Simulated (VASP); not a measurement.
A run of VASP 6.6.1 is set up as follows.

The input INCAR:

```
SYSTEM = SnSe
PREC = Accurate ; ENCUT = 600
EDIFF = 1E-6 ; ISMEAR = 0
SIGMA = 0.02 ; LREAL = .FALSE.
LASPH = .TRUE. ; NELM = 80
ALGO = Normal ; ISIF = 3
LWAVE = .FALSE. ; LCHARG = .FALSE.
GGA = PS ; IBRION = 2
NSW = 80 ; EDIFFG = -0.01
```

KPOINTS

```
Automatic mesh
0
G
  8 8 8
  0 0 0
```

File POSCAR:

```
SnSe
1.0
    2.0429675725      1.1795078779      3.3358616618
   -2.0429675725      1.1795078779      3.3358616618
    0.0000000000     -2.3590157558      3.3358616618
Sn Se
1 1
Direct
    0.5000000000      0.5000000000      0.5000000000
    0.0000000000      0.0000000000      0.0000000000
```

Potentials or basis: VASP PAW PBE potentials, release 64 (Sn_d, Se).

Command:

```console
$ cat potpaw_PBE.64/Sn_d/POTCAR potpaw_PBE.64/Se/POTCAR > POTCAR
$ mpirun -np 1 vasp_std > vasp.out
```

Problem. Predict the band gap on the k mesh.

Solution. 0.75 eV (least direct gap 0.82 eV).

Problem. What does it give for the relaxed volume?

Solution. 26.29 Å³/atom.

The path:
```tsv
step	energy change (eV)	largest force (eV/Å)	pressure (GPa)	volume (Å³)
1	0.0000	0.0000	5.87	48.23
2	-0.0603	0.0000	-2.03	54.66
3	-0.0739	0.0000	0.01	52.57
```

Caveat: semilocal functionals underestimate gaps, and a narrow one can read as zero; the PAW data sets were made with another functional, which shifts forces and pressure a little; spin-orbit coupling is left out, which moves the levels of the heavy elements. A k mesh can miss the band edges.
